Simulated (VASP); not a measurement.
A run of VASP 6.6.1 is set up as follows.

INCAR

```
SYSTEM = Mo
ALGO = Fast
EDIFF = 1E-7
ENCUT = 520
GGA = CA
ISIF = 2
ISMEAR = 0
LASPH = .TRUE.
LCHARG = .FALSE.
LREAL = .FALSE.
LWAVE = .FALSE.
NBANDS = 13
NELM = 60
PREC = Accurate
SIGMA = 0.15
```

KPOINTS

```
k-points
0
G
  24 24 24
  0 0 0
```

POSCAR

```
Mo
1.0
   -1.4394449738      1.4394449738      1.8712784660
    1.4394449738     -1.4394449738      1.8712784660
    1.4394449738      1.4394449738     -1.8712784660
Mo
1
Direct
    0.0000000000      0.0000000000      0.0000000000
```

Potentials or basis: VASP PAW LDA potentials, release 64 (Mo_sv).

Launch:

```console
$ cat potpaw_LDA.64/Mo_sv/POTCAR > POTCAR
$ mpirun -np 1 vasp_std > vasp.out
```

(1) What does it give for the band gap on the k mesh?

(2) Predict the pressure.

Answers

(1) zero (bands 7 and 8 overlap by 4.79 eV).

(2) -3.2 GPa.

Caveat: the stress differs along the axes, from -14 to 2 GPa.
